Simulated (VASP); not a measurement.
# Si (Pnnm) in VASP: further runs

The runs below take Si through single point, relaxation of cell and atoms, with PBE.

Everything below comes from runs of VASP 6.6.1. Logs are shortened: lines on timing, memory, paths and dates and some standing lists are left out, and cuts for length are marked.

**1. The cell of the first run**

Symmetry: Pnnm, No. 58, orthorhombic system. The conventional cell has a = 4.976 Å, b = 5.963 Å, c = 3.586 Å, α = 90.00°, β = 90.00°, γ = 90.00°. Si (site symmetry 2/m) has 6 Si at 2.44 to 2.48 Å within 3.2 Å. Si (site symmetry m) has 4 Si at 2.39 to 2.48 Å within 3.2 Å.

The cell was built from a structure type or drawn by symmetry, and may not be a known phase.

**2. Single point, PBE**

File INCAR:

```
PREC = Accurate
ENCUT = 520
EDIFF = 1E-6
ISMEAR = 0
SIGMA = 0.1
LREAL = False
LASPH = True
NELM = 60
ALGO = Normal
ISIF = 2
LWAVE = False
LCHARG = False
GGA = PE
NBANDS = 21
```

File KPOINTS:

```
Automatic mesh
0
Gamma
  4 4 6
```

File POSCAR:

```
Si
1.0
    4.9757005942      0.0000000000      0.0000000000
    0.0000000000      5.9625164940      0.0000000000
    0.0000000000      0.0000000000      3.5862860903
Si
6
Direct
    0.5000000000      0.0000000000      0.0000000000
    0.0000000000      0.5000000000      0.5000000000
    0.3108991176      0.6230130147      0.0000000000
    0.6891008824      0.3769869853      0.0000000000
    0.8108991176      0.8769869853      0.5000000000
    0.1891008824      0.1230130147      0.5000000000
```

Potentials or basis: VASP PAW PBE potentials, release 64 (Si).

Started as:

```sh
cat potpaw_PBE.64/Si/POTCAR > POTCAR
mpirun -np 1 vasp_std > vasp.out
```

OUTCAR:

```text
PREC = Accurate
   ENCUT = 520
   EDIFF = 1E-6
   ISMEAR = 0
   LREAL = False
   LASPH = True
   NELM = 60
   ISIF = 2
   GGA = PE

 ion  position               nearest neighbor table
   1  0.500  0.000  0.000-   3 2.44   4 2.44   5 2.48   6 2.48   5 2.48   6 2.48
   2  0.000  0.500  0.500-   5 2.44   6 2.44   3 2.48   4 2.48   3 2.48   4 2.48
   3  0.311  0.623  0.000-   4 2.39   1 2.44   2 2.48   2 2.48
   4  0.689  0.377  0.000-   3 2.39   1 2.44   2 2.48   2 2.48
   5  0.811  0.877  0.500-   6 2.39   2 2.44   1 2.48   1 2.48
   6  0.189  0.123  0.500-   5 2.39   2 2.44   1 2.48   1 2.48

  LATTYP: Found a simple orthorhombic cell.
 ALAT       =     3.5862860903
 B/A-ratio  =     1.3874243351
 C/A-ratio  =     1.6625880769

  Lattice vectors:

 A1 = (   0.0000000000,   0.0000000000,   3.5862860903)
 A2 = (   4.9757005942,   0.0000000000,   0.0000000000)
 A3 = (   0.0000000000,   5.9625164940,   0.0000000000)

Analysis of symmetry for initial positions (statically):
=====================================================================
 Subroutine PRICEL returns:
 Original cell was already a primitive cell.

 Routine SETGRP: Setting up the symmetry group for a
 simple orthorhombic supercell.

 Subroutine GETGRP returns: Found  8 space group operations
 (whereof  4 operations were pure point group operations)
 out of a pool of  8 trial point group operations.

The static configuration has the point symmetry C_2h.
 The point group associated with its full space group is D_2h.

Analysis of symmetry for dynamics (positions and initial velocities):
=====================================================================
 Subroutine PRICEL returns:
 Original cell was already a primitive cell.

 Routine SETGRP: Setting up the symmetry group for a
 simple orthorhombic supercell.

 Subroutine GETGRP returns: Found  8 space group operations
 (whereof  4 operations were pure point group operations)
 out of a pool of  8 trial point group operations.

The dynamic configuration has the point symmetry C_2h.
 The point group associated with its full space group is D_2h.

 Subroutine INISYM returns: Found  8 space group operations
 (whereof  4 operations are pure point group operations),
 and found     1 'primitive' translations

----------------------------------------------------------------------------------------

                                     Primitive cell

  volume of cell :     106.3968

  direct lattice vectors                    reciprocal lattice vectors
     4.975700594  0.000000000  0.000000000     0.200976723  0.000000000  0.000000000
     0.000000000  5.962516494  0.000000000     0.000000000  0.167714421  0.000000000
     0.000000000  0.000000000  3.586286090     0.000000000  0.000000000  0.278839996

  length of vectors
     4.975700594  5.962516494  3.586286090     0.200976723  0.167714421  0.278839996

  position of ions in fractional coordinates (direct lattice)
     0.500000000  0.000000000  0.000000000
     0.000000000  0.500000000  0.500000000
     0.310899118  0.623013015  0.000000000
     0.689100882  0.376986985  0.000000000
     0.810899118  0.876986985  0.500000000
     0.189100882  0.123013015  0.500000000

  ion indices of the primitive-cell ions
   primitive index   ion index
                 1           1
                 2           2
                 3           3
                 4           4
                 5           5
                 6           6

----------------------------------------------------------------------------------------

 KPOINTS: Automatic mesh

Automatic generation of k-mesh.
 Grid dimensions read from file:
 generate k-points for:    4    4    6

 Generating k-lattice:

  Cartesian coordinates                     Fractional coordinates (reciprocal lattice)
     0.050244181  0.000000000  0.000000000     0.250000000  0.000000000  0.000000000
     0.000000000  0.041928605  0.000000000     0.000000000  0.250000000  0.000000000
     0.000000000  0.000000000  0.046473333     0.000000000  0.000000000  0.166666667

  Length of vectors
     0.050244181  0.041928605  0.046473333

  Shift w.r.t. Gamma in fractional coordinates (k-lattice)
     0.000000000  0.000000000  0.000000000

 Subroutine IBZKPT returns following result:
 ===========================================

 Found     36 irreducible k-points:

 Following reciprocal coordinates:
            Coordinates               Weight
  0.000000  0.000000  0.000000      1.000000
  0.250000  0.000000  0.000000      2.000000
  0.500000  0.000000  0.000000      1.000000
  0.000000  0.250000  0.000000      2.000000
  0.250000  0.250000  0.000000      4.000000
  0.500000  0.250000  0.000000      2.000000
[... 16 lines left out ...]
  0.250000  0.250000  0.333333      8.000000
  0.500000  0.250000  0.333333      4.000000
 [... further k-points ...]
   k-points           NKPTS =     36   k-points in BZ     NKDIM =     36   number of bands    NBANDS=     21
   number of dos      NEDOS =    301   number of ions     NIONS =      6
   total plane-waves  NPLWV =  53760
   dimension x,y,z NGX =    40 NGY =   48 NGZ =   28
   dimension x,y,z NGXF=    80 NGYF=   96 NGZF=   56
   ions per type =               6
   NGX,Y,Z   is equivalent  to a cutoff of  13.36, 13.38, 12.98 a.u.
   NGXF,Y,Z  is equivalent  to a cutoff of  26.73, 26.77, 25.96 a.u.
 SYSTEM =  unknown system
   PREC   = accura    normal or accurate (medium, high low for compatibility)
   ISTART =      0    job   : 0-new  1-cont  2-samecut
   ICHARG =      2    charge: 1-file 2-atom 10-const
   ISPIN  =      1    spin polarized calculation?
   LNONCOLLINEAR =      F non collinear calculations
   LSORBIT =      F    spin-orbit coupling
   LASPH  =      T    aspherical Exc in radial PAW
   ENCUT  =  520.0 eV  38.22 Ry    6.18 a.u.   9.25 11.09  6.67*2*pi/ulx,y,z
   NELM   =     60;   NELMIN=  2; NELMDL= -5     # of ELM steps
   EDIFF  = 0.1E-05   stopping-criterion for ELM
   LREAL  =      F    real-space projection
   EDIFFG = 0.1E-04   stopping-criterion for IOM
   NSW    =      0    number of steps for IOM
   IBRION =     -1    ionic relax: 0-MD 1-quasi-New 2-CG
   NFREE  =      0    steps in history (QN), initial steepest desc. (CG)
   ISIF   =      2    stress and relaxation
   ISYM   =      2    0-nonsym 1-usesym 2-fastsym
   POTIM  = 0.5000    time-step for ionic-motion
   TEBEG  =    0.0;   TEEND  =   0.0 temperature during run
   PSTRESS=    0.0 pullay stress
   NELECT =      24.0000    total number of electrons
   NUPDOWN=      -1.0000    fix difference up-down
   EMIN   =  10.00;   EMAX   =-10.00  energy-range for DOS
   EFERMI =   0.00;   METHOD = LEGACY
   ISMEAR =     0;   SIGMA  =   0.10  broadening in eV -4-tet -1-fermi 0-gaus
   EFERMI_NEDOS =   21; number of points for ismear=-14 and -15
   IALGO  =     38    algorithm
   IMIX   =      4    mixing-type and parameters
     AMIX     =   0.40;   BMIX     =  1.00
     AMIX_MAG =   1.60;   BMIX_MAG =  1.00
  volume/ion in A,a.u.               =      17.73       119.67
  Fermi-wavevector in a.u.,A,eV,Ry     =   0.996557  1.883220 13.512309  0.993127
  Thomas-Fermi vector in A             =   2.128654
   LORBIT       =      0    0 simple, 1 ext, 2 COOP (PROOUT), +10 PAW based schemes
   GGA     = PE    functional components
   LHFCALC =     F    Hartree Fock is set to
   AEXX    =    0.0000 exact exchange contribution
   IVDW    =     0    specifies the selected vdW correction
   LEPSILON=     F    determine dielectric tensor
   LRPA    =     F    only Hartree local field effects (RPA)
 non-spin polarized calculation
 Gauss-broadening in eV      SIGMA  =   0.10
  energy-cutoff  :      520.00
  volume of cell :      106.40
 maximum number of plane-waves:      2892
 NGX is ok and might be reduce to    40
   NGX = 19   NGY = 23   NGZ = 13

 number of electron      24.0000000 magnetization

 Free energy of the ion-electron system (eV)
  ---------------------------------------------------
  ext. energy  EPLUGINS =         0.00000000
  ---------------------------------------------------
  free energy    TOTEN  =       -30.14349460 eV

  energy without entropy =      -30.13199554  energy(sigma->0) =      -30.13774507

 E-fermi :   7.1834     XC(G=0): -10.1560

 val. band max:        7.1541267130   @ k =   0.0000   0.0000   0.0000
 cond. band min:       7.2166393380   @ k =   0.0000   0.0000   0.5000
 fundamental gap:      0.0625126250
 Fermi energy:         7.1833603249

 k-point     1 :       0.0000    0.0000    0.0000
  band No.  band energies     occupation
      1      -5.4709      2.00000
      2      -2.4003      2.00000
      3      -0.8267      2.00000
      4       0.1234      2.00000
      5       0.1439      2.00000
      6       3.4025      2.00000
[... 13 lines left out ...]
     20      12.0678      0.00000
     21      13.0468      0.00000

 k-point     2 :       0.2500    0.0000    0.0000
  band No.  band energies     occupation
      1      -5.1282      2.00000
      2      -2.7061      2.00000
      3      -1.4609      2.00000
      4      -0.6122      2.00000
      5       1.3491      2.00000
      6       2.0274      2.00000
[... 13 lines left out ...]
     20      12.1410      0.00000
     21      12.4065      0.00000

 k-point     3 :       0.5000    0.0000    0.0000
  band No.  band energies     occupation
      1      -4.1238      2.00000
      2      -4.1238      2.00000
      3      -0.8650      2.00000
      4      -0.8650      2.00000
      5       0.9082      2.00000
      6       0.9082      2.00000
[... 13 lines left out ...]
     20      11.7692      0.00000
     21      12.1051      0.00000
[... 457 lines left out ...]
 k-point    23 :       0.2500    0.2500    0.3333
  band No.  band energies     occupation
      1      -3.7443      2.00000
      2      -2.0356      2.00000
      3      -1.3327      2.00000
      4       0.0642      2.00000
      5       1.0510      2.00000
      6       1.5741      2.00000
[... 13 lines left out ...]
     20      12.6990      0.00000
     21      14.0410      0.00000

 k-point    24 :       0.5000    0.2500    0.3333
  band No.  band energies     occupation
      1      -2.8337      2.00000
      2      -2.8337      2.00000
      3      -0.8944      2.00000
      4      -0.8944      2.00000
      5       1.1848      2.00000
      6       1.1848      2.00000
[... 13 lines left out ...]
     20      12.3591      0.00000
     21      13.6928      0.00000

 [... further k-points ...]

------------------------ aborting loop because EDIFF is reached ----------------------------------------

  FORCE on cell =-STRESS in cart. coord.  units (eV):
  Direction    XX          YY          ZZ          XY          YZ          ZX
  --------------------------------------------------------------------------------------
  -------------------------------------------------------------------------------------
  Total       -0.2359242     -0.0376931      0.2268402      0.0000000      0.0000000      0.0000000
  in kB       -3.5526659     -0.5676014      3.4158739      0.0000000      0.0000000      0.0000000
  external PRESSURE =      -0.2347978 kB  Pullay stress =       0.0000000 kB

 VOLUME and BASIS-vectors are now :
 -----------------------------------------------------------------------------
  energy-cutoff  :      520.00
  volume of cell :      106.40
      direct lattice vectors                 reciprocal lattice vectors
     4.975700594  0.000000000  0.000000000     0.200976723  0.000000000  0.000000000
     0.000000000  5.962516494  0.000000000     0.000000000  0.167714421  0.000000000
     0.000000000  0.000000000  3.586286090     0.000000000  0.000000000  0.278839996

 POSITION                                       TOTAL-FORCE (eV/Angst)
 -----------------------------------------------------------------------------------
      2.48785      0.00000      0.00000         0.000000      0.000000      0.000000
      0.00000      2.98126      1.79314         0.000000      0.000000      0.000000
      1.54694      3.71473      0.00000         0.002176      0.028702      0.000000
      3.42876      2.24779      0.00000        -0.002176     -0.028702      0.000000
      4.03479      5.22905      1.79314         0.002176     -0.028702      0.000000
      0.94091      0.73347      1.79314        -0.002176      0.028702      0.000000
 -----------------------------------------------------------------------------------
    total drift:                               -0.000000      0.000000     -0.000000

  FREE ENERGIE OF THE ION-ELECTRON SYSTEM (eV)
  ---------------------------------------------------
  free  energy   TOTEN  =       -30.1434946001 eV

  energy  without entropy=      -30.1319955432  energy(sigma->0) =      -30.13774507
```

Wall time 26 s (1 thread of Intel Xeon 6975P-C (Granite Rapids), shared host); peak memory 0.23 GiB.

What came out:

- Free energy: -30.1435 eV
- Pressure: 0.0 GPa
- Largest force: 0.029 eV/Å
- Band gap on the k mesh: zero (bands 12 and 13 overlap by 2.39 eV)

Forces in eV/Å, atoms in the order of the input:
```
Si   0.000  0.000  0.000
Si   0.000  0.000  0.000
Si   0.002  0.029  0.000
Si  -0.002 -0.029  0.000
Si   0.002 -0.029  0.000
Si  -0.002  0.029  0.000
```

Stress tensor (GPa, compression positive):
```
-0.36  0.00  0.00
 0.00 -0.06  0.00
 0.00  0.00  0.34
```

**3. Single point, PBE**

This run uses another cell than the first one, of 18.67 Å³/atom.

File INCAR:

```
PREC = Accurate ; ENCUT = 520
EDIFF = 1E-6 ; ISMEAR = 0
SIGMA = 0.1 ; LREAL = False
LASPH = True ; NELM = 100
ALGO = Normal ; ISIF = 2
LWAVE = False ; LCHARG = False
GGA = PE ; NBANDS = 21
```

File KPOINTS:

```
regular mesh
0
Gamma
  4 4 6
```

File POSCAR:

```
Si
1.0
    5.6971331500      0.0000000000      0.0000000000
    0.0000000000      6.3245727400      0.0000000000
    0.0000000000      0.0000000000      3.1094832000
Si
6
Direct
    0.5000000000      0.0000000000      0.0000000000
    0.0000000000      0.5000000000      0.5000000000
    0.2093250000      0.6587907500      0.0000000000
    0.7906750000      0.3412092500      0.0000000000
    0.7093250000      0.8412092500      0.5000000000
    0.2906750000      0.1587907500      0.5000000000
```

Potentials or basis: VASP PAW PBE potentials, release 64 (Si).

Started as:

```sh
cat potpaw_PBE.64/Si/POTCAR > POTCAR
mpirun -np 1 vasp_std > vasp.out
```

Wall time 28 s (1 thread of Intel Xeon 6975P-C (Granite Rapids), shared host); peak memory 0.23 GiB.

It converged, with:

```
Free energy            : -25.7830 eV
Pressure               : 13.1 GPa
Largest force          : 3.138 eV/Å
Band gap on the k mesh : zero (bands 12 and 13 overlap by 4.05 eV)
```

Forces on the atoms (eV/Å):
```
Si   0.000  0.000  0.000
Si   0.000  0.000  0.000
Si   2.405  2.016  0.000
Si  -2.405 -2.016  0.000
Si   2.405 -2.016  0.000
Si  -2.405  2.016  0.000
```

Stress tensor (GPa, compression positive):
```
 9.02  0.00  0.00
 0.00  1.54  0.00
 0.00  0.00 28.87
```

Levels at points of the mesh, in eV from the Fermi level:
```
           k point  band 8  band 9  band 10  band 11  band 12  band 13  band 14  band 15  band 16  band 17
(0.00, 0.00, 0.00)   -3.60   -3.53    -0.59     0.38     2.04     2.48     2.63     2.75     3.11     3.29
(0.50, 0.00, 0.00)   -1.54   -0.31    -0.31    -0.14    -0.14     0.69     0.69     3.25     3.25     3.36
(0.00, 0.50, 0.00)   -2.01   -0.91    -0.91    -0.17    -0.17    -0.06    -0.06     3.35     3.35     3.62
(0.50, 0.50, 0.00)   -3.65   -0.27    -0.27    -0.10    -0.10     0.78     0.78     3.02     3.02     3.44
(0.00, 0.00, 0.50)   -5.00   -1.79    -1.79    -1.61    -1.61    -0.43    -0.43    -0.16    -0.16     1.05
(0.50, 0.00, 0.50)   -5.06   -3.78    -3.78    -1.89    -1.89     1.41     1.41     1.77     1.77     3.44
(0.00, 0.50, 0.50)   -4.88   -3.75    -3.75    -1.42    -1.42     0.70     0.70     1.47     1.47     2.64
(0.50, 0.50, 0.50)   -5.42   -1.29    -1.29    -1.28    -1.28    -0.44    -0.44     1.43     1.43     2.51
```

Caveat: the cell stands under pressure; forces of over 1 eV/Å act on the atoms, so gaps and moduli don't describe the material at rest.

**4. Single point, PBE**

File INCAR:

```
SYSTEM = Si
PREC = Accurate ; ENCUT = 520
EDIFF = 1E-6 ; ISMEAR = 0
SIGMA = 0.1 ; LREAL = .FALSE.
LASPH = .TRUE. ; NELM = 100
ALGO = Normal ; ISIF = 2
LWAVE = .FALSE. ; LCHARG = .FALSE.
GGA = PE ; NBANDS = 21
```

File KPOINTS:

```
regular mesh
0
G
  8 6 10
  0 0 0
```

File POSCAR:

```
Si
1.0
    4.8804237723      0.0000000000      0.0000000000
    0.0000000000      6.0653546793      0.0000000000
    0.0000000000      0.0000000000      3.5987971415
Si
6
Direct
    0.5000000000      0.0000000000      0.0000000000
    0.0000000000      0.5000000000      0.5000000000
    0.3085738714      0.6245365987      0.0000000000
    0.6914261286      0.3754634013      0.0000000000
    0.8085738714      0.8754634013      0.5000000000
    0.1914261286      0.1245365987      0.5000000000
```

Started as:

```sh
cat potpaw_PBE.64/Si/POTCAR > POTCAR
mpirun -np 1 vasp_std > vasp.out
```

It took 62 s on 1 thread of Intel Xeon 6975P-C (Granite Rapids), shared host; peak memory 0.32 GiB.

The run converged. Its results:

* Free energy: -30.1823 eV
* Pressure: 0.0 GPa
* Band gap on the k mesh: zero (bands 12 and 13 overlap by 2.11 eV)

Levels at points of the mesh, in eV from the Fermi level:
| k point | band 9 | band 10 | band 11 | band 12 | band 13 | band 14 | band 15 | band 16 |
| --- | --- | --- | --- | --- | --- | --- | --- | --- |
| (0.00, 0.00, 0.00) | -2.49 | -2.36 | -0.30 | 0.97 | 1.24 | 1.91 | 2.58 | 3.68 |
| (0.50, 0.00, 0.00) | -1.20 | -1.20 | 0.79 | 0.79 | 1.42 | 1.42 | 3.10 | 3.10 |
| (0.00, 0.50, 0.00) | -1.72 | -1.72 | -0.03 | -0.03 | 1.89 | 1.89 | 2.88 | 2.88 |
| (0.50, 0.50, 0.00) | -1.02 | -1.02 | -0.81 | -0.81 | 0.57 | 0.57 | 1.34 | 1.34 |
| (0.00, 0.00, 0.50) | -3.63 | -3.63 | -1.33 | -1.33 | 0.08 | 0.08 | 1.21 | 1.21 |
| (0.50, 0.00, 0.50) | -3.93 | -3.93 | -2.39 | -2.39 | 2.06 | 2.06 | 4.29 | 4.29 |
| (0.00, 0.50, 0.50) | -3.14 | -3.14 | -1.99 | -1.99 | -0.97 | -0.97 | 0.35 | 0.35 |
| (0.50, 0.50, 0.50) | -1.79 | -1.79 | -0.29 | -0.29 | 0.48 | 0.48 | 2.02 | 2.02 |

**5. Single point, PBE**

File INCAR:

```
ALGO     = Normal         # electronic algorithm
EDIFF    = 1E-6           # SCF threshold, eV
ENCUT    = 520            # plane-wave cutoff, eV
GGA      = PE             # functional
ISIF     = 2              # what is computed and relaxed
ISMEAR   = 0              # smearing method
LASPH    = T              # aspherical terms in the spheres
LCHARG   = F              # write CHGCAR
LREAL    = F              # projectors in reciprocal space
LWAVE    = F              # write WAVECAR
NBANDS   = 21             # bands
NELM     = 100            # most SCF steps
PREC     = Accurate       # precision mode
SIGMA    = 0.1            # smearing width, eV
```

File KPOINTS:

```
k-points
0
Gamma
  8 6 10
```

POSCAR is that of step 4.

Started as:

```sh
cat potpaw_PBE.64/Si/POTCAR > POTCAR
mpirun -np 1 vasp_std > vasp.out
```

It took 60 s on 1 thread of Intel Xeon 6975P-C (Granite Rapids), shared host; peak memory 0.32 GiB.

The run converged. Its results:

```yaml
Free_energy: -30.1823 eV
Pressure: 0.0 GPa
Band_gap_on_the_k_mesh: zero (bands 12 and 13 overlap by 2.11 eV)
```

Levels at points of the mesh, in eV from the Fermi level:
```csv
k point,band 9,band 10,band 11,band 12,band 13,band 14,band 15,band 16
"(0.00, 0.00, 0.00)",-2.49,-2.36,-0.30,0.97,1.24,1.91,2.58,3.68
"(0.50, 0.00, 0.00)",-1.20,-1.20,0.79,0.79,1.42,1.42,3.10,3.10
"(0.00, 0.50, 0.00)",-1.72,-1.72,-0.03,-0.03,1.89,1.89,2.88,2.88
"(0.50, 0.50, 0.00)",-1.02,-1.02,-0.81,-0.81,0.57,0.57,1.34,1.34
"(0.00, 0.00, 0.50)",-3.63,-3.63,-1.33,-1.33,0.08,0.08,1.21,1.21
"(0.50, 0.00, 0.50)",-3.93,-3.93,-2.39,-2.39,2.06,2.06,4.29,4.29
"(0.00, 0.50, 0.50)",-3.14,-3.14,-1.99,-1.99,-0.97,-0.97,0.35,0.35
"(0.50, 0.50, 0.50)",-1.79,-1.79,-0.29,-0.29,0.48,0.48,2.02,2.02
```

(Continued in part 2 of 2.)
